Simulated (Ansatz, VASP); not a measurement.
## Pt: VASP beside Ansatz

File INCAR:

```
PREC     = Accurate       # precision mode
ENCUT    = 520            # plane-wave cutoff, eV
EDIFF    = 1E-7           # SCF threshold, eV
ISMEAR   = 1              # smearing method
SIGMA    = 0.1            # smearing width, eV
LREAL    = F              # projectors in reciprocal space
LASPH    = T              # aspherical terms in the spheres
NELM     = 100            # most SCF steps
ALGO     = Normal         # electronic algorithm
ISIF     = 2              # what is computed and relaxed
LWAVE    = F              # write WAVECAR
LCHARG   = T              # write CHGCAR
GGA      = B5             # functional
ALDAX    = 1.0          
AGGAX    = 1.0          
AGGAC    = 1.0          
ALDAC    = 0.0          
LELF     = T              # ELF
LVHAR    = T            
NBANDS   = 17             # bands
```

File KPOINTS:

```
regular mesh
0
Gamma
  11 11 6
```

Contents of POSCAR:

```
Pt
1.0
    2.7606660000      0.0000000000      0.0000000000
   -1.3803330000      2.3908070000      0.0000000000
    0.0000000000      0.0000000000      4.7921340000
Pt
2
Direct
    0.6666666667      0.3333333333      0.7500000000
    0.3333333333      0.6666666667      0.2500000000
```

Input for Ansatz:

```yaml
crystal:
  lattice:
    - [2.760666, 0.0, 0.0]
    - [-1.380333, 2.390807, 0.0]
    - [0.0, 0.0, 4.792134]
  atoms:
    - { symbol: Pt, position: [0.6666666666666666, 0.3333333333333333, 0.75] }
    - { symbol: Pt, position: [0.3333333333333333, 0.6666666666666666, 0.25] }
basis:
  ecutwfc: 435.382179935808
kpoints:
  mp_grid:
    grid: [11, 11, 6]
    shift: [0.0, 0.0, 0.0]
hamiltonian:
  xc: blyp
scf:
  occupations:
    method: cold
    width: 0.1
output:
  stress: true
```

Alike in both runs: task single point; functional BLYP; k mesh 11 × 11 × 6; no spin polarisation.

|  | VASP | Ansatz |
| --- | --- | --- |
| version | VASP 6.6.1 | Ansatz 0.2.0 |
| potentials or method | VASP PAW PBE potentials, release 64 (Pt), cutoff 520 eV | plane waves, PAW |
| occupations | methfessel-paxton of order 1, width 0.1 eV | cold, width 0.1 eV |
| valence electrons in the cell | 20 | 36 |

Ansatz gave:

```
pressure (GPa)                                                : 13.3
traceless stress, the component that is largest in VASP (GPa) : -0.53
```

**Question.** What did VASP give for the same quantities?

**Answer.** Pressure (GPa): 14.5; traceless stress, the component that is largest in VASP (GPa): -0.84.

VASP's potentials were made for PBE, not for BLYP. VASP's potentials hold 20 valence electrons a cell and Ansatz's 36, so a difference there can come from the potentials and not from the codes.

Neither program's run includes spin-orbit coupling.
